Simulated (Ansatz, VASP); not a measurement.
Given: the input of a run of Ansatz 0.2.0 on CdS.

File input.yaml:

```yaml
crystal:
  lattice:
    - [0.0, 2.9165, 2.9165]
    - [2.9165, 0.0, 2.9165]
    - [2.9165, 2.9165, 0.0]
  atoms:
    - { symbol: Cd, position: [0.0, 0.0, 0.0] }
    - { symbol: S, position: [0.75, 0.75, 0.75] }
kpoints:
  mp_grid: { grid: [8, 8, 8] }
scf:
  occupations: { method: fermi_dirac, width: 0.05 }
hamiltonian:
  xc: rpbe
  pseudopotentials: { kind: all_electron, lapw: { basis_error: 0.001 } }
output:
  forces: true
  stress: true
relax:
  f_tol: 0.01
  max_steps: 60
  cell: {}
```

Potentials or basis: all-electron LAPW, scalar-relativistic.

Run with:

```console
$ ansatz run input.yaml --threads 1 --pin off --max-ram 3072MiB --backend cpu --events-out ev --progress --plain --runs-dir out
```

Task: Set up the same calculation for VASP 6.6.1. Potentials there: VASP PAW PBE potentials, release 64 (Cd, S).

Result: As run (the cutoff follows the program's own potentials):

INCAR

```
SYSTEM = CdS
ALGO = Normal
EDIFF = 1E-7
EDIFFG = -0.01
ENCUT = 600
GGA = RP
IBRION = 2
ISIF = 3
ISMEAR = -1
LASPH = .TRUE.
LCHARG = .FALSE.
LREAL = .FALSE.
LWAVE = .FALSE.
NELM = 60
NSW = 80
PREC = Accurate
SIGMA = 0.05
```

Contents of KPOINTS:

```
k-points
0
G
  8 8 8
  0 0 0
```

POSCAR

```
CdS
1.0
    0.0000000000      2.9165000000      2.9165000000
    2.9165000000      0.0000000000      2.9165000000
    2.9165000000      2.9165000000      0.0000000000
Cd S
1 1
Direct
    0.0000000000      0.0000000000      0.0000000000
    0.7500000000      0.7500000000      0.7500000000
```

Potentials or basis: VASP PAW PBE potentials, release 64 (Cd, S).

Command:

```console
$ cat potpaw_PBE.64/Cd/POTCAR potpaw_PBE.64/S/POTCAR > POTCAR
$ mpirun -np 1 vasp_std > vasp.out
```

Both were run:

|  | VASP | Ansatz | Ansatz less VASP |
| --- | --- | --- | --- |
| relaxed volume (Å³/atom) | 27.21 | 27.12 | -0.094 |
| relaxed length of the cell vector where the two differ most in proportion (Å) | 4.254 | 4.249 | -0.0049 |

VASP's potentials were made for PBE, not for RPBE. Ansatz ran all-electron here, and VASP with PAW potentials.
